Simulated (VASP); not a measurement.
Here is a VASP 6.6.1 calculation.

File INCAR:

```
ALGO = Normal ; EDIFF = 1E-6
ENCUT = 520 ; GGA = PE
ISIF = 2 ; ISMEAR = 0
LASPH = T ; LCHARG = F
LREAL = F ; LWAVE = F
NBANDS = 14 ; NELM = 60
PREC = Accurate ; SIGMA = 0.15
```

Contents of KPOINTS:

```
k-points
0
Gamma
  18 18 10
```

The input POSCAR:

```
TiAl
1.0
    2.9530000000      0.0000000000      0.0000000000
   -1.4765000000      2.5573730174      0.0000000000
    0.0000000000      0.0000000000      4.3695000000
Ti Al
1 1
Direct
    0.0000000000      0.0000000000      0.0000000000
    0.3333333333      0.6666666667      0.5000000000
```

Potentials or basis: VASP PAW PBE potentials, release 64 (Ti_sv, Al).

Run with:

```sh
$ cat potpaw_PBE.64/Ti_sv/POTCAR potpaw_PBE.64/Al/POTCAR > POTCAR
$ mpirun -np 1 vasp_std > vasp.out
```

Problem. Estimate the pressure.

Solution. 2.9 GPa.

Problem. Predict the band gap on the k mesh.

Solution. Zero (an odd number of electrons rules out a gap without spin polarisation).

Stress tensor (GPa, compression positive):
```
-0.69  0.00  0.00
 0.00 -0.69  0.00
 0.00  0.00 10.18
```

Caveat: the stress differs along the axes, from -1 to 10 GPa.
